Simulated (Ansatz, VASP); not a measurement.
Two plane-wave programs on ZrF2

File INCAR:

```
SYSTEM = ZrF2
  ALGO = Normal
  EDIFF = 1E-6
  ENCUT = 520
  GGA = PE
  ISIF = 2
  ISMEAR = 0
  LASPH = .True.
  LCHARG = .False.
  LREAL = .False.
  LWAVE = .False.
  NBANDS = 20
  NELM = 80
  PREC = Accurate
  SIGMA = 0.1
```

Contents of KPOINTS:

```
k-points
0
Gamma
  6 6 4
  0 0 0
```

File POSCAR:

```
ZrF2
1.0
    3.3168932600      0.0000000000      0.0000000000
    0.0000000000      3.3168932600      0.0000000000
    0.0000000000      0.0000000000      4.3594944000
Zr F
1 2
Direct
    0.5000000000      0.5000000000      0.0958892200
    0.0000000000      0.5000000000      0.2650738200
    0.5000000000      0.0000000000      0.2650738200
```

Input for Ansatz:

```yaml
crystal:
  lattice:
    - [3.31689326, 0.0, 0.0]
    - [0.0, 3.31689326, 0.0]
    - [0.0, 0.0, 4.3594944]
  atoms:
    - { symbol: Zr, position: [0.5, 0.5, 0.09588922] }
    - { symbol: F, position: [0.0, 0.5, 0.26507382] }
    - { symbol: F, position: [0.5, 0.0, 0.26507382] }
basis:
  ecutwfc: 420
kpoints:
  mp_grid: { grid: [6, 6, 4] }
hamiltonian:
  xc: pbe
scf:
  occupations: { method: gaussian, width: 0.1 }
  lower_state_search: "off"
output:
  forces: true
  stress: true
  eigenvalues: true
```

Alike in both runs: task single point; functional PBE; k mesh 6 × 6 × 4; occupations gaussian, width 0.1 eV; no spin polarisation.

|  | VASP | Ansatz |
| --- | --- | --- |
| version | VASP 6.6.1 | Ansatz 0.2.0 |
| potentials or method | VASP PAW PBE potentials, release 64 (Zr_sv, F), cutoff 520 eV | scalar-relativistic, plane waves, PAW |
| valence electrons in the cell | 26 | 26 |

VASP gave:

```
gap on the k mesh at the Fermi level (eV) : none
rms of the force components (eV/Å)        : 4.077
```

**Question.** Estimate Ansatz's values.

**Answer.** gap on the k mesh at the Fermi level (eV): none; rms of the force components (eV/Å): 3.943.

Atom by atom the forces differ by 0.134 eV/Å (rms over components). A gap of «none» marks a metal or a gap that the smearing closes.

The k mesh is coarse, so the values compare programs but aren't converged.
